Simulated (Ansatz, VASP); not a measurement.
**One calculation of Al2Cu, two programs**

```
Al Cu
1.0
    -2.18772    2.18772    2.98780
     2.18772   -2.18772    2.98780
     2.18772    2.18772   -2.98780
Al Cu
2 1
Direct
  0.75000 0.25000 0.50000
  0.25000 0.75000 0.50000
  0.50000 0.50000 0.00000
```

Alike in both runs: task single point; functional PBE; k mesh 14 × 14 × 14; occupations gaussian, width 0.15 eV; no spin polarisation.

```csv
,VASP,Ansatz
version,VASP 6.6.1,Ansatz 0.2.0
potentials or method,"VASP PAW PBE potentials, release 64 (Al, Cu), cutoff 520 eV","scalar-relativistic, plane waves, PAW"
valence electrons in the cell,17,25
```

```csv
,VASP,Ansatz,Ansatz less VASP
gap on the k mesh at the Fermi level (eV),none,none,-
pressure (GPa),-10.4,-10.7,-0.28
"traceless stress, the component that is largest in VASP (GPa)",1.12,1.14,+0.028
```

A gap of «none» marks a metal or a gap that the smearing closes. VASP's potentials hold 17 valence electrons a cell and Ansatz's 25, so a difference there can come from the potentials and not from the codes.
